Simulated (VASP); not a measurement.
Set up this calculation in VASP 6.6.1, as the native input.

- Task: single point
- Functional: PBE
- Potentials or basis: VASP PAW PBE potentials, release 64 (Al, Ni)
- Cutoff: 520 eV
- k mesh: 14 × 14 × 14
- Occupations: gaussian, width 0.1 eV
- Spin: no spin polarisation
- Dipole correction: no
- Further INCAR settings: ALGO = Fast; EDIFF = 1e-07; NBANDS = 14

The structure of AlNi lies in POSCAR:

```
AlNi
1.0
    2.8927237805      0.0000000000      0.0000000000
    0.0000000000      2.8927237805      0.0000000000
    0.0000000000      0.0000000000      2.8927237805
Al Ni
1 1
Direct
    0.0000000000      0.0000000000      0.0000000000
    0.5000000000      0.5000000000      0.5000000000
```

These files were run (other wordings do the same):

INCAR

```
PREC     = Accurate       # precision mode
ENCUT    = 520            # plane-wave cutoff, eV
EDIFF    = 1E-7           # SCF threshold, eV
ISMEAR   = 0              # smearing method
SIGMA    = 0.1            # smearing width, eV
LREAL    = False          # projectors in reciprocal space
LASPH    = True           # aspherical terms in the spheres
NELM     = 100            # most SCF steps
ALGO     = Fast           # electronic algorithm
ISIF     = 2              # what is computed and relaxed
LWAVE    = False          # write WAVECAR
LCHARG   = False          # write CHGCAR
GGA      = PE             # functional
NBANDS   = 14             # bands
```

KPOINTS

```
Automatic mesh
0
Gamma
  14 14 14
```

Potentials or basis: VASP PAW PBE potentials, release 64 (Al, Ni).

Launch:

```console
$ cat potpaw_PBE.64/Al/POTCAR potpaw_PBE.64/Ni/POTCAR > POTCAR
$ mpirun -np 1 vasp_std > vasp.out
```

It gave:

The pressure is -0.1 GPa.

It took 23 s on 1 thread of Intel(R) Xeon(R) Platinum 8488C (Sapphire Rapids), with other jobs on the host, peak memory 0.14 GiB.
